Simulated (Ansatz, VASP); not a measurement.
**NbTe in VASP and in Ansatz**

The input INCAR:

```
PREC = Accurate
ENCUT = 520
EDIFF = 1E-6
ISMEAR = -1
SIGMA = 0.03
LREAL = False
LASPH = True
NELM = 80
ALGO = Normal
ISIF = 2
LWAVE = False
LCHARG = False
GGA = PS
NBANDS = 16
```

The input KPOINTS:

```
regular mesh
0
Gamma
  5 5 4
```

The input POSCAR:

```
NbTe
1.0
    3.7029743866      0.0000000000      0.0000000000
   -1.8514871933      3.2068698884      0.0000000000
    0.0000000000      0.0000000000      3.6942110000
Te Nb
1 1
Direct
    0.6666666667      0.3333333333      0.0000000000
    0.0000000000      0.0000000000      0.5000000000
```

File input.yaml:

```yaml
crystal:
  lattice:
    - [3.7029743866, 0.0, 0.0]
    - [-1.8514871933, 3.2068698884, 0.0]
    - [0.0, 0.0, 3.694211]
  atoms:
    - { symbol: Te, position: [0.6666666667, 0.3333333333, 0.0] }
    - { symbol: Nb, position: [0.0, 0.0, 0.5] }
kpoints:
  mp_grid: { grid: [5, 5, 4] }
scf:
  occupations: { method: fermi_dirac, width: 0.03 }
hamiltonian:
  xc: pbesol
  pseudopotentials: { kind: all_electron, lapw: { basis_error: 0.001 } }
output:
  forces: true
  stress: true
  eigenvalues: true
```

Alike in both runs: task single point; functional PBEsol; k mesh 5 × 5 × 4; occupations fermi-dirac, width 0.03 eV; no spin polarisation.

```csv
,VASP,Ansatz
version,VASP 6.6.1,Ansatz 0.2.0
potentials or method,"VASP PAW PBE potentials, release 64 (Te, Nb_sv), cutoff 520 eV","all-electron LAPW, scalar-relativistic"
```

```tsv
	VASP	Ansatz	Ansatz less VASP
gap on the k mesh at the Fermi level (eV)	none	none	-
pressure (GPa)	-5.4	-5.3	+0.08
traceless stress, the component that is largest in VASP (GPa)	0.46	0.47	+0.019
```

VASP's potentials were made for PBE, not for PBEsol. A gap of «none» marks a metal or a gap that the smearing closes. Ansatz ran all-electron here, and VASP with PAW potentials.

The k mesh is coarse, so the values compare programs but aren't converged. Spin-orbit coupling is off throughout. Noted on Ansatz's run: the k mesh is thin for a metal, which can move the energy by tens of meV per atom.
